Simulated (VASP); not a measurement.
AlP, 2 atoms in the cell. The structure is cubic, space group F-43m (No. 216). The conventional cell has a = 5.586 Å, b = 5.586 Å, c = 5.586 Å, α = 90.00°, β = 90.00°, γ = 90.00°. Within 3.2 Å of Al (site symmetry -43m) lie 4 P at 2.42 Å. P (site symmetry -43m) has 4 Al at 2.42 Å within 3.2 Å.  This cell differs from its parent crystal: volume changed by +6%.

| Item | Value |
| --- | --- |
| Program | VASP 6.6.1 |
| Task | single point |
| Functional | r2SCAN |
| Potentials or basis | VASP PAW PBE potentials, release 64 (Al, P) |
| Cutoff | 550 eV |
| k mesh | 6 × 6 × 6 |
| Occupations | gaussian, width 0.01 eV |
| Spin | no spin polarisation |
| Dipole correction | no |
| Further INCAR settings | ALGO = Normal; EDIFF = 1e-06; NBANDS = 11 |

Potentials or basis: VASP PAW PBE potentials, release 64 (Al, P).

Launch:

```console
$ cat potpaw_PBE.64/Al/POTCAR potpaw_PBE.64/P/POTCAR > POTCAR
$ cp INCAR.step1 INCAR
$ mpirun -np 1 vasp_std > vasp.out
$ cp INCAR.step2 INCAR
$ mpirun -np 1 vasp_std > vasp.out
```

Hardware: 1 thread of AMD EPYC 9R45 96-Core Processor (Zen 5) (shared host).

Task: Estimate the wall time of this run.

Result: It took 25 s on 1 thread of AMD EPYC 9R45 96-Core Processor (Zen 5) (shared host), peak memory 0.13 GiB. Counts: k points 16.
